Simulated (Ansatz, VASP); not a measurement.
C: VASP beside Ansatz

```xyz
2
Lattice="0.0000 1.7768 1.7768 1.7768 0.0000 1.7768 1.7768 1.7768 0.0000" Properties=species:S:1:pos:R:3 pbc="T T T"
C     0.0000    0.0000    0.0000
C     0.8884    0.8884    0.8884
```

Alike in both runs: functional PBEsol; k mesh 14 × 14 × 14; occupations gaussian, width 0.02 eV; no spin polarisation.

Ansatz relaxed the structure, and its values are those at the end. VASP's run is a single point on that final structure, the one shown.

|  | VASP | Ansatz |
| --- | --- | --- |
| version | VASP 6.6.1 | Ansatz 0.2.0 |
| potentials or method | VASP PAW PBE potentials, release 64 (C), cutoff 600 eV | scalar-relativistic, plane waves, PAW |
| valence electrons in the cell | 8 | 8 |

|  | VASP | Ansatz | Ansatz less VASP |
| --- | --- | --- | --- |
| gap on the k mesh at the Fermi level (eV) | 4.03 | 4.04 | +0.007 |
| least direct gap on the mesh (eV) | 5.57 | 5.57 | 0.000 |
| pressure (GPa) | 0.5 | 0.0 | -0.50 |

VASP's potentials were made for PBE, not for PBEsol, and Ansatz warns of the same on its side.
